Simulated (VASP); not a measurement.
# TaN (P-62m) in VASP: a series of runs

The runs below take TaN through single point, with r2SCAN.

All numbers are computed with VASP 6.6.1; they aren't measurements. Logs are shortened: lines on timing, memory, paths and dates and some standing lists are left out, and cuts for length are marked.

### Step 1. The cell of the first run

It takes space group P-62m (No. 189, hexagonal). Conventional cell: a = 5.200 Å, b = 5.200 Å, c = 3.056 Å, α = 90.00°, β = 90.00°, γ = 120.00°. Within 3.1 Å of Ta (site symmetry -6) lie 6 N at 2.21 Å and 5 Ta at 3.00 to 3.06 Å. Within 2.7 Å of Ta (site symmetry -62m) lie 3 N at 2.04 Å. Within 2.8 Å of N (site symmetry m2m) lie 5 Ta at 2.04 to 2.21 Å and 4 N at 2.77 Å.

### Step 2. Single point, r2SCAN (strain +0.000 along x and y, +0.050 along z)

File POSCAR:

```
TaN
1.0
    5.1996298250      0.0000000000      0.0000000000
   -2.5998149125      4.5030115188      0.0000000000
    0.0000000000      0.0000000000      3.0558772377
Ta N
3 3
Direct
    0.3333333333      0.6666666667      0.5000000000
    0.6666666667      0.3333333333      0.5000000000
    0.0000000000      0.0000000000      0.0000000000
    0.3924063645      0.0000000000      0.0000000000
    0.6075936355      0.6075936355      0.0000000000
    0.0000000000      0.3924063645      0.0000000000
```

File INCAR.step1:

```
  PREC = Accurate
  ENCUT = 660
  ISMEAR = 0
  SIGMA = 0.15
  LREAL = False
  LASPH = True
  NELM = 120
  NBANDS = 33
  GGA = PE
  ALGO = Normal
  EDIFF = 1E-5
  LWAVE = True
  LCHARG = False
  GGA_COMPAT = False
```

File INCAR.step2:

```
  PREC = Accurate
  ENCUT = 660
  EDIFF = 1E-6
  ISMEAR = 0
  SIGMA = 0.15
  LREAL = False
  LASPH = True
  NELM = 120
  ALGO = Normal
  ISIF = 2
  LWAVE = False
  LCHARG = False
  METAGGA = R2SCAN
  LMIXTAU = True
  NBANDS = 33
  ISTART = 1
  GGA_COMPAT = False
```

File KPOINTS:

```
Automatic mesh
0
Gamma
  12 12 16
```

Potentials or basis: VASP PAW PBE potentials, release 64 (Ta_pv, N).

Launch:

```bash
$ cat potpaw_PBE.64/Ta_pv/POTCAR potpaw_PBE.64/N/POTCAR > POTCAR
$ cp INCAR.step1 INCAR
$ mpirun -np 1 vasp_std > vasp.out
$ cp INCAR.step2 INCAR
$ mpirun -np 1 vasp_std > vasp.out
```

OUTCAR:

```text
PREC = Accurate
   ENCUT = 660
   EDIFF = 1E-6
   ISMEAR = 0
   LREAL = False
   LASPH = True
   NELM = 120
   ISIF = 2
   METAGGA = R2SCAN
   ISTART = 1

 ion  position               nearest neighbor table
   1  0.333  0.667  0.500-   4 2.21   4 2.21   6 2.21   6 2.21   5 2.21   5 2.21   2 3.00   2 3.00
                             2 3.00   3 3.37   3 3.37   3 3.37   3 3.37   3 3.37   3 3.37
   2  0.667  0.333  0.500-   6 2.21   6 2.21   4 2.21   4 2.21   5 2.21   5 2.21   1 3.00   1 3.00
                             1 3.00   3 3.37   3 3.37   3 3.37   3 3.37   3 3.37   3 3.37
   3  0.000  0.000  0.000-   4 2.04   5 2.04   6 2.04   2 3.37   1 3.37   1 3.37   2 3.37   2 3.37
                             2 3.37   1 3.37   1 3.37   2 3.37   2 3.37   1 3.37   1 3.37
   4  0.392  0.000  0.000-   3 2.04   1 2.21   1 2.21   2 2.21   2 2.21
   5  0.608  0.608  0.000-   3 2.04   1 2.21   1 2.21   2 2.21   2 2.21
   6  0.000  0.392  0.000-   3 2.04   2 2.21   2 2.21   1 2.21   1 2.21

  LATTYP: Found a hexagonal cell.
 ALAT       =     5.1996298250
 C/A-ratio  =     0.5877105372

  Lattice vectors:

 A1 = (   5.1996298250,   0.0000000000,   0.0000000000)
 A2 = (  -2.5998149125,   4.5030115188,   0.0000000000)
 A3 = (   0.0000000000,   0.0000000000,   3.0558772377)

Analysis of symmetry for initial positions (statically):
=====================================================================
 Subroutine PRICEL returns:
 Original cell was already a primitive cell.

 Routine SETGRP: Setting up the symmetry group for a
 hexagonal supercell.

 Subroutine GETGRP returns: Found 12 space group operations
 (whereof 12 operations were pure point group operations)
 out of a pool of 24 trial point group operations.

The static configuration has the point symmetry D_3h.

Analysis of symmetry for dynamics (positions and initial velocities):
=====================================================================
 Subroutine PRICEL returns:
 Original cell was already a primitive cell.

 Routine SETGRP: Setting up the symmetry group for a
 hexagonal supercell.

 Subroutine GETGRP returns: Found 12 space group operations
 (whereof 12 operations were pure point group operations)
 out of a pool of 24 trial point group operations.

The dynamic configuration has the point symmetry D_3h.

 Subroutine INISYM returns: Found 12 space group operations
 (whereof 12 operations are pure point group operations),
 and found     1 'primitive' translations

----------------------------------------------------------------------------------------

                                     Primitive cell

  volume of cell :      71.5503

  direct lattice vectors                    reciprocal lattice vectors
     5.199629825  0.000000000  0.000000000     0.192321383  0.111036802  0.000000000
    -2.599814912  4.503011519  0.000000000     0.000000000  0.222073605  0.000000000
     0.000000000  0.000000000  3.055877238     0.000000000  0.000000000  0.327238276

  length of vectors
     5.199629825  5.199629825  3.055877238     0.222073605  0.222073605  0.327238276

  position of ions in fractional coordinates (direct lattice)
     0.333333333  0.666666667  0.500000000
     0.666666667  0.333333333  0.500000000
     0.000000000  0.000000000  0.000000000
     0.392406364  0.000000000  0.000000000
     0.607593636  0.607593636  0.000000000
     1.000000000  0.392406364  0.000000000

  ion indices of the primitive-cell ions
   primitive index   ion index
                 1           1
                 2           2
                 3           3
                 4           4
                 5           5
                 6           6

----------------------------------------------------------------------------------------

 KPOINTS: Automatic mesh

Automatic generation of k-mesh.
 Grid dimensions read from file:
 generate k-points for:   12   12   16

 Generating k-lattice:

  Cartesian coordinates                     Fractional coordinates (reciprocal lattice)
     0.016026782  0.009253067  0.000000000     0.083333333  0.000000000  0.000000000
     0.000000000  0.018506134  0.000000000     0.000000000  0.083333333  0.000000000
     0.000000000  0.000000000  0.020452392     0.000000000  0.000000000  0.062500000

  Length of vectors
     0.018506134  0.018506134  0.020452392

  Shift w.r.t. Gamma in fractional coordinates (k-lattice)
     0.000000000  0.000000000  0.000000000

 Subroutine IBZKPT returns following result:
 ===========================================

 Found    171 irreducible k-points:

 Following reciprocal coordinates:
            Coordinates               Weight
  0.000000  0.000000  0.000000      1.000000
  0.083333  0.000000  0.000000      6.000000
  0.166667 -0.000000  0.000000      6.000000
  0.250000  0.000000  0.000000      6.000000
  0.333333  0.000000  0.000000      6.000000
  0.416667  0.000000  0.000000      6.000000
[... 16 lines left out ...]
  0.250000  0.000000  0.062500     12.000000
  0.333333  0.000000  0.062500     12.000000
 [... further k-points ...]
   k-points           NKPTS =    171   k-points in BZ     NKDIM =    171   number of bands    NBANDS=     33
   number of dos      NEDOS =    301   number of ions     NIONS =      6
   total plane-waves  NPLWV =  64512
   dimension x,y,z NGX =    48 NGY =   48 NGZ =   28
   dimension x,y,z NGXF=    96 NGYF=   96 NGZF=   56
   ions per type =               3   3
   NGX,Y,Z   is equivalent  to a cutoff of  15.35, 15.35, 15.23 a.u.
   NGXF,Y,Z  is equivalent  to a cutoff of  30.69, 30.69, 30.47 a.u.
 SYSTEM =  unknown system
   PREC   = accura    normal or accurate (medium, high low for compatibility)
   ISTART =      1    job   : 0-new  1-cont  2-samecut
   ICHARG =      0    charge: 1-file 2-atom 10-const
   ISPIN  =      1    spin polarized calculation?
   LNONCOLLINEAR =      F non collinear calculations
   LSORBIT =      F    spin-orbit coupling
   LASPH  =      T    aspherical Exc in radial PAW
   ENCUT  =  660.0 eV  48.51 Ry    6.96 a.u.  10.89 10.89  6.40*2*pi/ulx,y,z
   NELM   =    120;   NELMIN=  2; NELMDL=  0     # of ELM steps
   EDIFF  = 0.1E-05   stopping-criterion for ELM
   LREAL  =      F    real-space projection
   EDIFFG = 0.1E-04   stopping-criterion for IOM
   NSW    =      0    number of steps for IOM
   IBRION =     -1    ionic relax: 0-MD 1-quasi-New 2-CG
   NFREE  =      0    steps in history (QN), initial steepest desc. (CG)
   ISIF   =      2    stress and relaxation
   ISYM   =      2    0-nonsym 1-usesym 2-fastsym
   POTIM  = 0.5000    time-step for ionic-motion
   TEBEG  =    0.0;   TEEND  =   0.0 temperature during run
   PSTRESS=    0.0 pullay stress
   NELECT =      48.0000    total number of electrons
   NUPDOWN=      -1.0000    fix difference up-down
   EMIN   =  10.00;   EMAX   =-10.00  energy-range for DOS
   EFERMI =   0.00;   METHOD = LEGACY
   ISMEAR =     0;   SIGMA  =   0.15  broadening in eV -4-tet -1-fermi 0-gaus
   EFERMI_NEDOS =   21; number of points for ismear=-14 and -15
   IALGO  =     38    algorithm
   IMIX   =      4    mixing-type and parameters
     AMIX     =   0.40;   BMIX     =  1.00
     AMIX_MAG =   1.60;   BMIX_MAG =  1.00
  volume/ion in A,a.u.               =      11.93        80.47
  Fermi-wavevector in a.u.,A,eV,Ry     =   1.433127  2.708218 27.944380  2.053854
  Thomas-Fermi vector in A             =   2.552679
   LORBIT       =      0    0 simple, 1 ext, 2 COOP (PROOUT), +10 PAW based schemes
   METAGGA = R2SCAN    functional components
   LHFCALC =     F    Hartree Fock is set to
   AEXX    =    0.0000 exact exchange contribution
   IVDW    =     0    specifies the selected vdW correction
   LEPSILON=     F    determine dielectric tensor
   LRPA    =     F    only Hartree local field effects (RPA)
 non-spin polarized calculation
 Gauss-broadening in eV      SIGMA  =   0.15
  energy-cutoff  :      660.00
  volume of cell :       71.55
 maximum number of plane-waves:      2785
 NGX is ok and might be reduce to    48
   NGX = 21   NGY = 21   NGZ = 13

 number of electron      48.0000001 magnetization

 Free energy of the ion-electron system (eV)
  ---------------------------------------------------
  ext. energy  EPLUGINS =         0.00000000
  ---------------------------------------------------
  free energy    TOTEN  =      -181.01356666 eV

  energy without entropy =     -181.00778402  energy(sigma->0) =     -181.01067534

 E-fermi :   7.8310     XC(G=0): -13.6890

 val. band max:        7.8244867186   @ k =   0.1667  -0.0000   0.0625
 cond. band min:       7.8433087541   @ k =   0.1667   0.0833   0.1875
 fundamental gap:      0.0188220355
 Fermi energy:         7.8309985506

 k-point     1 :       0.0000    0.0000    0.0000
  band No.  band energies     occupation
      1     -29.8274      2.00000
      2     -29.8274      2.00000
      3     -29.4819      2.00000
      4     -29.4819      2.00000
      5     -29.4310      2.00000
      6     -29.3235      2.00000
[... 25 lines left out ...]
     32      10.8054      0.00000
     33      10.8799      0.00000

 k-point     2 :       0.0833    0.0000    0.0000
  band No.  band energies     occupation
      1     -29.8329      2.00000
      2     -29.8257      2.00000
      3     -29.4774      2.00000
      4     -29.4749      2.00000
      5     -29.4293      2.00000
      6     -29.3251      2.00000
[... 25 lines left out ...]
     32      10.8617      0.00000
     33      11.0147      0.00000
[... 754 lines left out ...]
     32      11.2517      0.00000
     33      12.0610      0.00000

 k-point    24 :       0.3333    0.0000    0.0625
  band No.  band energies     occupation
      1     -29.8760      2.00000
      2     -29.7709      2.00000
      3     -29.4919      2.00000
      4     -29.4302      2.00000
      5     -29.4084      2.00000
      6     -29.3656      2.00000
[... 25 lines left out ...]
     32      11.4373      0.00000
     33      11.6398      0.00000

 [... further k-points ...]

------------------------ aborting loop because EDIFF is reached ----------------------------------------

  FORCE on cell =-STRESS in cart. coord.  units (eV):
  Direction    XX          YY          ZZ          XY          YZ          ZX
  --------------------------------------------------------------------------------------
  -------------------------------------------------------------------------------------
  Total       -2.5765428     -2.5765428    -12.5668152      0.0000000     -0.0000000      0.0000000
  in kB      -57.6947845    -57.6947845   -281.4002145      0.0000000     -0.0000000      0.0000000
  external PRESSURE =    -132.2632612 kB  Pullay stress =       0.0000000 kB

 VOLUME and BASIS-vectors are now :
 -----------------------------------------------------------------------------
  energy-cutoff  :      660.00
  volume of cell :       71.55
      direct lattice vectors                 reciprocal lattice vectors
     5.199629825  0.000000000  0.000000000     0.192321383  0.111036802  0.000000000
    -2.599814912  4.503011519  0.000000000     0.000000000  0.222073605  0.000000000
     0.000000000  0.000000000  3.055877238     0.000000000  0.000000000  0.327238276

 POSITION                                       TOTAL-FORCE (eV/Angst)
 -----------------------------------------------------------------------------------
     -0.00000      3.00201      1.52794        -0.000000      0.000000      0.000000
      2.59981      1.50100      1.52794        -0.000000      0.000000      0.000000
      0.00000      0.00000      0.00000        -0.000000      0.000000      0.000000
      2.04037      0.00000      0.00000        -0.053600      0.000000      0.000000
      1.57963      2.73600      0.00000         0.026800      0.046419      0.000000
     -1.02018      1.76701      0.00000         0.026800     -0.046419      0.000000
 -----------------------------------------------------------------------------------
    total drift:                                0.000000      0.000000      0.000000

  FREE ENERGIE OF THE ION-ELECTRON SYSTEM (eV)
  ---------------------------------------------------
  free  energy   TOTEN  =      -181.0135666618 eV

  energy  without entropy=     -181.0077840244  energy(sigma->0) =     -181.01067534
```

It took 15 min on 1 thread of Intel Xeon 6975P-C (Granite Rapids), shared host; peak memory 0.58 GiB.

Results:

| Quantity | Value |
| --- | --- |
| Free energy | -181.0136 eV |
| Pressure | -13.2 GPa |
| Largest force | 0.054 eV/Å |
| Band gap on the k mesh | zero (bands 24 and 25 overlap by 2.25 eV) |

Forces in eV/Å, atoms in the order of the input:
```
Ta   0.000  0.000  0.000
Ta   0.000  0.000  0.000
Ta   0.000  0.000  0.000
N   -0.054  0.000  0.000
N    0.027  0.046  0.000
N    0.027 -0.046  0.000
```

Levels at points of the mesh, in eV from the Fermi level:
```
           k point  band 20  band 21  band 22  band 23  band 24  band 25  band 26  band 27  band 28  band 29
(0.00, 0.00, 0.00)    -4.89    -4.56    -3.80    -1.57    -0.84    -0.84     0.27     0.27     1.60     1.60
(0.50, 0.00, 0.00)    -4.64    -4.01    -3.68    -2.75    -2.50     0.86     1.63     1.96     2.11     2.16
(0.00, 0.00, 0.50)    -4.51    -4.51    -2.89    -2.89     1.14     2.04     2.04     2.45     2.45     3.11
(0.50, 0.00, 0.50)    -4.91    -3.94    -3.27    -2.28    -0.74     0.49     1.50     2.82     2.92     3.42
```

Caveat: the cell differs from its parent crystal (strain +0.000 along x and y, +0.050 along z); the stress differs along the axes, from -28 to -6 GPa; the PAW data sets were made with another functional, which shifts forces and pressure a little; spin-orbit coupling is left out, which moves the levels of the heavy elements.

### Step 3. Single point, r2SCAN (strain +0.050 along x and y, +0.050 along z)

POSCAR: that of step 2 with these lines changed.

```diff
@@ -2,4 +2,4 @@
 1.0
-    5.1996298250      0.0000000000      0.0000000000
-   -2.5998149125      4.5030115188      0.0000000000
+    5.4596113163      0.0000000000      0.0000000000
+   -2.7298056581      4.7281620947      0.0000000000
     0.0000000000      0.0000000000      3.0558772377
```

File INCAR.step1:

```
SYSTEM = TaN
ALGO = Normal
EDIFF = 1E-5
ENCUT = 660
GGA = PE
GGA_COMPAT = .False.
ISMEAR = 0
LASPH = .True.
LCHARG = .False.
LREAL = .False.
LWAVE = .True.
NBANDS = 33
NELM = 120
PREC = Accurate
SIGMA = 0.15
```

File INCAR.step2:

```
SYSTEM = TaN
ALGO = Normal
EDIFF = 1E-6
ENCUT = 660
GGA_COMPAT = .False.
ISIF = 2
ISMEAR = 0
ISTART = 1
LASPH = .True.
LCHARG = .True.
LELF = .True.
LMIXTAU = .True.
LREAL = .False.
LVHAR = .True.
LWAVE = .False.
METAGGA = R2SCAN
NBANDS = 33
NELM = 120
PREC = Accurate
SIGMA = 0.15
```

File KPOINTS:

```
k-points
0
Gamma
  12 12 16
  0 0 0
```

Potentials or basis: VASP PAW PBE potentials, release 64 (Ta_pv, N).

Launch:

```bash
$ cat potpaw_PBE.64/Ta_pv/POTCAR potpaw_PBE.64/N/POTCAR > POTCAR
$ cp INCAR.step1 INCAR
$ mpirun -np 1 vasp_std > vasp.out
$ cp INCAR.step2 INCAR
$ mpirun -np 1 vasp_std > vasp.out
```

OUTCAR:

```text
SYSTEM = TaN
   EDIFF = 1E-6
   ENCUT = 660
   ISIF = 2
   ISMEAR = 0
   ISTART = 1
   LASPH = .True.
   LREAL = .False.
   METAGGA = R2SCAN
   NELM = 120
   PREC = Accurate

 ion  position               nearest neighbor table
   1  0.333  0.667  0.500-   4 2.27   4 2.27   6 2.27   6 2.27   5 2.27   5 2.27   2 3.15   2 3.15
                             2 3.15   3 3.50   3 3.50   3 3.50   3 3.50   3 3.50   3 3.50
   2  0.667  0.333  0.500-   6 2.27   6 2.27   4 2.27   4 2.27   5 2.27   5 2.27   1 3.15   1 3.15
                             1 3.15   3 3.50   3 3.50   3 3.50   3 3.50   3 3.50   3 3.50
   3  0.000  0.000  0.000-   6 2.14   4 2.14   5 2.14   2 3.50   1 3.50   1 3.50   2 3.50   1 3.50
[... 1077 lines left out ...]
  Total      -16.7916594    -16.7916594    -17.8326693     -0.0000000      0.0000000      0.0000000
  in kB     -341.0469842   -341.0469842   -362.1904136     -0.0000000      0.0000000      0.0000000
  external PRESSURE =    -348.0947940 kB  Pullay stress =       0.0000000 kB

 VOLUME and BASIS-vectors are now :
 -----------------------------------------------------------------------------
  energy-cutoff  :      660.00
  volume of cell :       78.88
      direct lattice vectors                 reciprocal lattice vectors
     5.459611316  0.000000000  0.000000000     0.183163222  0.105749336  0.000000000
    -2.729805658  4.728162095  0.000000000     0.000000000  0.211498671  0.000000000
     0.000000000  0.000000000  3.055877238     0.000000000  0.000000000  0.327238276

 POSITION                                       TOTAL-FORCE (eV/Angst)
 -----------------------------------------------------------------------------------
     -0.00000      3.15211      1.52794         0.000000      0.000000     -0.000000
      2.72981      1.57605      1.52794         0.000000      0.000000     -0.000000
      0.00000      0.00000      0.00000         0.000000      0.000000     -0.000000
      2.14239      0.00000      0.00000        -0.559069      0.000000      0.000000
      1.65861      2.87280      0.00000         0.279534      0.484168     -0.000000
     -1.07119      1.85536      0.00000         0.279534     -0.484168     -0.000000
 -----------------------------------------------------------------------------------
    total drift:                                0.000000      0.000001     -0.000000

  FREE ENERGIE OF THE ION-ELECTRON SYSTEM (eV)
  ---------------------------------------------------
  free  energy   TOTEN  =      -180.0443469422 eV

  energy  without entropy=     -180.0382168779  energy(sigma->0) =     -180.04128191
```

OSZICAR.step1:

```text
N       E                     dE             d eps       ncg     rms          rms(c)
DAV:   1     0.481136085032E+03    0.48114E+03   -0.29500E+04 11286   0.178E+03
DAV:   2    -0.421492795546E+02   -0.52329E+03   -0.49809E+03 12772   0.489E+02
DAV:   3    -0.759992851809E+02   -0.33850E+02   -0.33180E+02 13783   0.121E+02
DAV:   4    -0.768729443360E+02   -0.87366E+00   -0.86448E+00 14667   0.190E+01
DAV:   5    -0.768967812766E+02   -0.23837E-01   -0.23803E-01 14378   0.248E+00    0.327E+01
DAV:   6    -0.670361211154E+02    0.98607E+01   -0.60263E+01 15736   0.393E+01    0.131E+01
DAV:   7    -0.665835865116E+02    0.45253E+00   -0.33206E+00 14231   0.977E+00    0.819E+00
DAV:   8    -0.665191243458E+02    0.64462E-01   -0.75017E-01 13975   0.521E+00    0.132E+00
DAV:   9    -0.664921918028E+02    0.26933E-01   -0.78697E-02 14580   0.149E+00    0.447E-01
DAV:  10    -0.664916329188E+02    0.55888E-03   -0.19933E-02 15911   0.704E-01    0.242E-01
DAV:  11    -0.664915835188E+02    0.49400E-04   -0.52646E-03 15794   0.421E-01    0.891E-02
DAV:  12    -0.664914275908E+02    0.15593E-03   -0.60981E-04 14889   0.131E-01    0.292E-02
DAV:  13    -0.664914252963E+02    0.22945E-05   -0.73713E-05 13544   0.450E-02
   1 F= -.66491425E+02 E0= -.66488179E+02  d E =-.649326E-02
```

It took 53 min on 1 thread of Oxide Virtual Turin-like, shared host; peak memory 0.59 GiB.

Results:

```yaml
Free_energy: -180.0443 eV
Pressure: -34.8 GPa
Largest_force: 0.559 eV/Å
Band_gap_on_the_k_mesh: zero (bands 24 and 25 overlap by 2.77 eV)
```

Forces in eV/Å, atoms in the order of the input:
```
Ta   0.000  0.000  0.000
Ta   0.000  0.000  0.000
Ta   0.000  0.000  0.000
N   -0.559  0.000  0.000
N    0.280  0.484  0.000
N    0.280 -0.484  0.000
```

Stress tensor (GPa, compression positive):
```
-34.10   0.00   0.00
  0.00 -34.10   0.00
  0.00   0.00 -36.22
```

Caveat: the cell differs from its parent crystal (strain +0.050 along x and y, +0.050 along z); the cell stands under tension; the PAW data sets were made with another functional, which shifts forces and pressure a little; spin-orbit coupling is left out, which moves the levels of the heavy elements.

The gap in the log of VASP goes by the Fermi energy; the results here count the filled bands.